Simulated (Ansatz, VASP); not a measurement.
AlN: VASP beside Ansatz

File INCAR:

```
ALGO     = Normal         # electronic algorithm
EDIFF    = 1E-6           # SCF threshold, eV
ENCUT    = 520            # plane-wave cutoff, eV
ISIF     = 2              # what is computed and relaxed
ISMEAR   = -1             # smearing method
LASPH    = T              # aspherical terms in the spheres
LCHARG   = F              # write CHGCAR
LREAL    = F              # projectors in reciprocal space
LWAVE    = F              # write WAVECAR
NBANDS   = 11             # bands
NELM     = 100            # most SCF steps
PREC     = Accurate       # precision mode
SIGMA    = 0.1            # smearing width, eV
```

KPOINTS

```
k-points
0
Gamma
  17 17 17
```

Contents of POSCAR:

```
AlN
1.0
    0.0000000000      1.7788500260      1.7788500260
    1.7788500260      0.0000000000      1.7788500260
    1.7788500260      1.7788500260      0.0000000000
Al N
1 1
Direct
    0.0000000000      0.0000000000      0.0000000000
    0.2500000000      0.2500000000      0.2500000000
```

Input for Ansatz:

```yaml
crystal:
  lattice:
    - [0.0, 1.778850026, 1.778850026]
    - [1.778850026, 0.0, 1.778850026]
    - [1.778850026, 1.778850026, 0.0]
  atoms:
    - { symbol: Al, position: [0.0, 0.0, 0.0] }
    - { symbol: "N", position: [0.25, 0.25, 0.25] }
kpoints:
  mp_grid: { grid: [17, 17, 17] }
scf:
  occupations: { method: fermi_dirac, width: 0.1 }
hamiltonian:
  xc: lda
  pseudopotentials: { kind: paw, partial_waves: polarizable }
output:
  forces: true
  stress: true
  eigenvalues: true
```

Change from the starting cell: volume scaled by 0.55, PAW files, partial_waves polarizable.

Alike in both runs: task single point; functional LDA; k mesh 17 × 17 × 17; occupations fermi-dirac, width 0.1 eV; no spin polarisation.

|  | VASP | Ansatz |
| --- | --- | --- |
| version | VASP 6.6.1 | Ansatz 0.2.0 |
| potentials or method | VASP PAW LDA potentials, release 64 (Al, N) | PAW with Ansatz's default frozen-core files, scalar-relativistic |
| plane-wave cutoff (eV) | 520 | 420 |
| valence electrons in the cell | 8 | 8 |

```tsv
	VASP	Ansatz	Ansatz less VASP
pressure (GPa)	397.2	383.2	-13.95
```

LDA's correlation is that of Perdew and Zunger in VASP and of Perdew and Wang (1992) in Ansatz. Both programs put the cell under a high pressure, so it lies far from rest at this level.

Noted on VASP's run: the cell as given lies far from equilibrium.
